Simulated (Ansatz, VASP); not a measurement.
ZnPbF in VASP and in Ansatz

```
CELL_PARAMETERS angstrom
3.72315 0.00000 0.00000
0.00000 3.80816 0.00000
0.00000 0.00000 8.82285
ATOMIC_POSITIONS crystal
Zn 0.00000 0.50000 0.13531
Zn 0.50000 0.00000 0.86469
Pb 0.00000 0.00000 0.38485
Pb 0.50000 0.50000 0.61515
F 0.00000 0.00000 0.98546
F 0.50000 0.50000 0.01454
```

Change from the starting cell: species swapped into the VClO type (Pmmn, No. 59).

Alike in both runs: task relaxation of cell and atoms; functional PBE; k mesh 6 × 4 × 2; occupations gaussian, width 0.1 eV; no spin polarisation.

|  | VASP | Ansatz |
| --- | --- | --- |
| version | VASP 6.6.1 | Ansatz 0.2.0 |
| potentials or method | VASP PAW PBE potentials, release 64 (Zn, Pb_d, F), cutoff 600 eV | scalar-relativistic, plane waves, PAW |
| valence electrons in the cell | 66 | 66 |

```csv
,VASP,Ansatz,Ansatz less VASP
"gap on the k mesh at the Fermi level, each at its own relaxed structure (eV)",none,none,-
relaxed volume (Å³/atom),20.92,20.86,-0.052
relaxed length of the cell vector where the two differ most in proportion (Å),4.082,4.055,-0.0272
```

A gap of «none» marks a metal or a gap that the smearing closes.

The k mesh is coarse, so the values compare programs but aren't converged. Spin-orbit coupling is off throughout.
